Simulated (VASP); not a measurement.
# NaCdI3 (Pm-3m) in VASP: a series of runs

Aim: see how the results for NaCdI3 move with the level of theory and the settings. Levels: PBE, r2SCAN. Tasks: single point.

Everything below comes from runs of VASP 6.6.1. Logs are shortened: lines on timing, memory, paths and dates and some standing lists are left out, and cuts for length are marked.

### Step 1. The cell of the first run

The structure is cubic, space group Pm-3m (No. 221). Conventional cell: a = 6.079 Å, b = 6.079 Å, c = 6.079 Å, α = 90.00°, β = 90.00°, γ = 90.00°. Na (site symmetry m-3m) has 12 I at 4.30 Å and 8 Cd at 5.26 Å within 5.6 Å. Within 4.0 Å of Cd (site symmetry m-3m) lie 6 I at 3.04 Å. I (site symmetry 4/mmm) has 2 Cd at 3.04 Å within 4.0 Å.

### Step 2. Single point, PBE (44.94 Å³/atom)

INCAR reads:

```
PREC = Accurate
ENCUT = 520
EDIFF = 1E-6
ISMEAR = -1
SIGMA = 0.02
LREAL = False
LASPH = True
NELM = 60
ALGO = Normal
ISIF = 2
LWAVE = False
LCHARG = False
GGA = PE
NBANDS = 28
```

KPOINTS reads:

```
Automatic mesh
0
Gamma
  4 4 4
```

POSCAR reads:

```
NaCdI3
1.0
    6.0793418492      0.0000000000      0.0000000000
    0.0000000000      6.0793418492      0.0000000000
    0.0000000000      0.0000000000      6.0793418492
Na Cd I
1 1 3
Direct
    0.0000000000      0.0000000000      0.0000000000
    0.5000000000      0.5000000000      0.5000000000
    0.5000000000      0.5000000000      0.0000000000
    0.5000000000      0.0000000000      0.5000000000
    0.0000000000      0.5000000000      0.5000000000
```

Potentials or basis: VASP PAW PBE potentials, release 64 (Na_pv, Cd, I).

On the command line:

```bash
$ cat potpaw_PBE.64/Na_pv/POTCAR potpaw_PBE.64/Cd/POTCAR potpaw_PBE.64/I/POTCAR > POTCAR
$ mpirun -np 1 vasp_std > vasp.out
```

OUTCAR:

```text
PREC = Accurate
   ENCUT = 520
   EDIFF = 1E-6
   ISMEAR = -1
   LREAL = False
   LASPH = True
   NELM = 60
   ISIF = 2
   GGA = PE

 ion  position               nearest neighbor table
   1  0.000  0.000  0.000-
   2  0.500  0.500  0.500-   3 3.04   4 3.04   5 3.04   3 3.04   4 3.04   5 3.04
   3  0.500  0.500  0.000-   2 3.04   2 3.04
   4  0.500  0.000  0.500-   2 3.04   2 3.04
   5  0.000  0.500  0.500-   2 3.04   2 3.04

  LATTYP: Found a simple cubic cell.
 ALAT       =     6.0793418492

  Lattice vectors:

 A1 = (   6.0793418492,   0.0000000000,   0.0000000000)
 A2 = (   0.0000000000,   6.0793418492,   0.0000000000)
 A3 = (   0.0000000000,   0.0000000000,   6.0793418492)

Analysis of symmetry for initial positions (statically):
=====================================================================
 Subroutine PRICEL returns:
 Original cell was already a primitive cell.

 Routine SETGRP: Setting up the symmetry group for a
 simple cubic supercell.

 Subroutine GETGRP returns: Found 48 space group operations
 (whereof 48 operations were pure point group operations)
 out of a pool of 48 trial point group operations.

The static configuration has the point symmetry O_h .

Analysis of symmetry for dynamics (positions and initial velocities):
=====================================================================
 Subroutine PRICEL returns:
 Original cell was already a primitive cell.

 Routine SETGRP: Setting up the symmetry group for a
 simple cubic supercell.

 Subroutine GETGRP returns: Found 48 space group operations
 (whereof 48 operations were pure point group operations)
 out of a pool of 48 trial point group operations.

The dynamic configuration has the point symmetry O_h .

 Subroutine INISYM returns: Found 48 space group operations
 (whereof 48 operations are pure point group operations),
 and found     1 'primitive' translations

----------------------------------------------------------------------------------------

                                     Primitive cell

  volume of cell :     224.6827

  direct lattice vectors                    reciprocal lattice vectors
     6.079341849  0.000000000  0.000000000     0.164491490  0.000000000  0.000000000
     0.000000000  6.079341849  0.000000000     0.000000000  0.164491490  0.000000000
     0.000000000  0.000000000  6.079341849     0.000000000  0.000000000  0.164491490

  length of vectors
     6.079341849  6.079341849  6.079341849     0.164491490  0.164491490  0.164491490

  position of ions in fractional coordinates (direct lattice)
     0.000000000  0.000000000  0.000000000
     0.500000000  0.500000000  0.500000000
     0.500000000  0.500000000  0.000000000
     0.500000000  0.000000000  0.500000000
     0.000000000  0.500000000  0.500000000

  ion indices of the primitive-cell ions
   primitive index   ion index
                 1           1
                 2           2
                 3           3
                 4           4
                 5           5

----------------------------------------------------------------------------------------

 KPOINTS: Automatic mesh

Automatic generation of k-mesh.
 Grid dimensions read from file:
 generate k-points for:    4    4    4

 Generating k-lattice:

  Cartesian coordinates                     Fractional coordinates (reciprocal lattice)
     0.041122873  0.000000000  0.000000000     0.250000000  0.000000000  0.000000000
     0.000000000  0.041122873  0.000000000     0.000000000  0.250000000  0.000000000
     0.000000000  0.000000000  0.041122873     0.000000000  0.000000000  0.250000000

  Length of vectors
     0.041122873  0.041122873  0.041122873

  Shift w.r.t. Gamma in fractional coordinates (k-lattice)
     0.000000000  0.000000000  0.000000000

 Subroutine IBZKPT returns following result:
 ===========================================

 Found     10 irreducible k-points:

 Following reciprocal coordinates:
            Coordinates               Weight
  0.000000  0.000000  0.000000      1.000000
  0.250000  0.000000  0.000000      6.000000
  0.500000  0.000000  0.000000      3.000000
  0.250000  0.250000  0.000000     12.000000
  0.500000  0.250000  0.000000     12.000000
  0.500000  0.500000  0.000000      3.000000
  0.250000  0.250000  0.250000      8.000000
  0.500000  0.250000  0.250000     12.000000
  0.500000  0.500000  0.250000      6.000000
  0.500000  0.500000  0.500000      1.000000
   k-points           NKPTS =     10   k-points in BZ     NKDIM =     10   number of bands    NBANDS=     28
   number of dos      NEDOS =    301   number of ions     NIONS =      5
   total plane-waves  NPLWV = 110592
   dimension x,y,z NGX =    48 NGY =   48 NGZ =   48
   dimension x,y,z NGXF=    96 NGYF=   96 NGZF=   96
   ions per type =               1   1   3
   NGX,Y,Z   is equivalent  to a cutoff of  13.13, 13.13, 13.13 a.u.
   NGXF,Y,Z  is equivalent  to a cutoff of  26.25, 26.25, 26.25 a.u.
 SYSTEM =  unknown system
   PREC   = accura    normal or accurate (medium, high low for compatibility)
   ISTART =      0    job   : 0-new  1-cont  2-samecut
   ICHARG =      2    charge: 1-file 2-atom 10-const
   ISPIN  =      1    spin polarized calculation?
   LNONCOLLINEAR =      F non collinear calculations
   LSORBIT =      F    spin-orbit coupling
   LASPH  =      T    aspherical Exc in radial PAW
   ENCUT  =  520.0 eV  38.22 Ry    6.18 a.u.  11.30 11.30 11.30*2*pi/ulx,y,z
   NELM   =     60;   NELMIN=  2; NELMDL= -5     # of ELM steps
   EDIFF  = 0.1E-05   stopping-criterion for ELM
   LREAL  =      F    real-space projection
   EDIFFG = 0.1E-04   stopping-criterion for IOM
   NSW    =      0    number of steps for IOM
   IBRION =     -1    ionic relax: 0-MD 1-quasi-New 2-CG
   NFREE  =      0    steps in history (QN), initial steepest desc. (CG)
   ISIF   =      2    stress and relaxation
   ISYM   =      2    0-nonsym 1-usesym 2-fastsym
   POTIM  = 0.5000    time-step for ionic-motion
   TEBEG  =    0.0;   TEEND  =   0.0 temperature during run
   PSTRESS=    0.0 pullay stress
   NELECT =      40.0000    total number of electrons
   NUPDOWN=      -1.0000    fix difference up-down
   EMIN   =  10.00;   EMAX   =-10.00  energy-range for DOS
   EFERMI =   0.00;   METHOD = LEGACY
   ISMEAR =    -1;   SIGMA  =   0.02  broadening in eV -4-tet -1-fermi 0-gaus
   EFERMI_NEDOS =   21; number of points for ismear=-14 and -15
   IALGO  =     38    algorithm
   IMIX   =      4    mixing-type and parameters
     AMIX     =   0.40;   BMIX     =  1.00
     AMIX_MAG =   1.60;   BMIX_MAG =  1.00
  volume/ion in A,a.u.               =      44.94       303.25
  Fermi-wavevector in a.u.,A,eV,Ry     =   0.920955  1.740352 11.539884  0.848158
  Thomas-Fermi vector in A             =   2.046318
   LORBIT       =      0    0 simple, 1 ext, 2 COOP (PROOUT), +10 PAW based schemes
   GGA     = PE    functional components
   LHFCALC =     F    Hartree Fock is set to
   AEXX    =    0.0000 exact exchange contribution
   IVDW    =     0    specifies the selected vdW correction
   LEPSILON=     F    determine dielectric tensor
   LRPA    =     F    only Hartree local field effects (RPA)
 non-spin polarized calculation
  energy-cutoff  :      520.00
  volume of cell :      224.68
 maximum number of plane-waves:      6088
 NGX is ok and might be reduce to    48
   NGX = 23   NGY = 23   NGZ = 23

 number of electron      39.9999982 magnetization

 Free energy of the ion-electron system (eV)
  ---------------------------------------------------
  ext. energy  EPLUGINS =         0.00000000
  ---------------------------------------------------
  free energy    TOTEN  =        -9.83092484 eV

  energy without entropy =       -9.82878128  energy(sigma->0) =       -9.82985306

 E-fermi :   0.4093     XC(G=0):  -7.1242

 val. band max:        0.3658565181   @ k =   0.5000   0.5000   0.5000
 cond. band min:       1.3606794310   @ k =   0.2500   0.0000   0.0000
 fundamental gap:      0.9948229129
 Fermi energy:         0.4093080484

 k-point     1 :       0.0000    0.0000    0.0000
  band No.  band energies     occupation
      1     -24.2829      2.00000
      2     -24.2829      2.00000
      3     -24.2829      2.00000
      4     -11.2023      2.00000
      5     -10.7187      2.00000
      6     -10.7187      2.00000
[... 20 lines left out ...]
     27       6.5960      0.00000
     28       7.7495      0.00000

 k-point     2 :       0.2500    0.0000    0.0000
  band No.  band energies     occupation
      1     -24.2829      2.00000
      2     -24.2829      2.00000
      3     -24.2829      2.00000
      4     -11.1331      2.00000
      5     -10.7421      2.00000
      6     -10.7171      2.00000
[... 20 lines left out ...]
     27       6.7828      0.00000
     28       7.5527      0.00000

 k-point     3 :       0.5000    0.0000    0.0000
  band No.  band energies     occupation
      1     -24.2829      2.00000
      2     -24.2829      2.00000
      3     -24.2829      2.00000
      4     -11.0467      2.00000
      5     -10.7805      2.00000
      6     -10.7154      2.00000
[... 20 lines left out ...]
     27       7.0947      0.00000
     28       7.7579      0.00000

 k-point     4 :       0.2500    0.2500    0.0000
  band No.  band energies     occupation
      1     -24.2829      2.00000
      2     -24.2829      2.00000
      3     -24.2829      2.00000
      4     -11.0648      2.00000
      5     -10.7465      2.00000
      6     -10.7302      2.00000
[... 144 lines left out ...]
     27       7.0260      0.00000
     28       7.1139      0.00000

 k-point     9 :       0.5000    0.5000    0.2500
  band No.  band energies     occupation
      1     -24.2829      2.00000
      2     -24.2829      2.00000
      3     -24.2829      2.00000
      4     -10.8275      2.00000
      5     -10.7714      2.00000
      6     -10.7714      2.00000
[... 20 lines left out ...]
     27       6.5310      0.00000
     28       6.6792      0.00000

 k-point    10 :       0.5000    0.5000    0.5000
  band No.  band energies     occupation
      1     -24.2829      2.00000
      2     -24.2829      2.00000
      3     -24.2829      2.00000
      4     -10.7685      2.00000
      5     -10.7685      2.00000
      6     -10.7685      2.00000
[... 20 lines left out ...]
     27       7.4082      0.00000
     28       7.4082      0.00000

------------------------ aborting loop because EDIFF is reached ----------------------------------------

  FORCE on cell =-STRESS in cart. coord.  units (eV):
  Direction    XX          YY          ZZ          XY          YZ          ZX
  --------------------------------------------------------------------------------------
  -------------------------------------------------------------------------------------
  Total       -1.2884771     -1.2884771     -1.2884771     -0.0000000     -0.0000000     -0.0000000
  in kB       -9.1879283     -9.1879283     -9.1879283     -0.0000000     -0.0000000     -0.0000000
  external PRESSURE =      -9.1879283 kB  Pullay stress =       0.0000000 kB

 VOLUME and BASIS-vectors are now :
 -----------------------------------------------------------------------------
  energy-cutoff  :      520.00
  volume of cell :      224.68
      direct lattice vectors                 reciprocal lattice vectors
     6.079341849  0.000000000  0.000000000     0.164491490  0.000000000  0.000000000
     0.000000000  6.079341849  0.000000000     0.000000000  0.164491490  0.000000000
     0.000000000  0.000000000  6.079341849     0.000000000  0.000000000  0.164491490

 POSITION                                       TOTAL-FORCE (eV/Angst)
 -----------------------------------------------------------------------------------
      0.00000      0.00000      0.00000         0.000000      0.000000      0.000000
      3.03967      3.03967      3.03967         0.000000      0.000000      0.000000
      3.03967      3.03967      0.00000         0.000000      0.000000      0.000000
      3.03967      0.00000      3.03967         0.000000      0.000000      0.000000
      0.00000      3.03967      3.03967         0.000000      0.000000      0.000000
 -----------------------------------------------------------------------------------
    total drift:                                0.000000     -0.000000     -0.000000

  FREE ENERGIE OF THE ION-ELECTRON SYSTEM (eV)
  ---------------------------------------------------
  free  energy   TOTEN  =        -9.8309248435 eV

  energy  without entropy=       -9.8287812771  energy(sigma->0) =       -9.82985306
```

Wall time 55 s (1 thread of AMD EPYC 9R45 (Zen 5), shared host); peak memory 0.31 GiB.

What came out:

* Free energy: -9.8309 eV
* Pressure: -0.9 GPa
* Band gap on the k mesh: zero (bands 20 and 21 overlap by 0.36 eV)

Caveat: spin-orbit coupling is left out, which moves the levels of the heavy elements.

(Continued in part 2 of 2.)
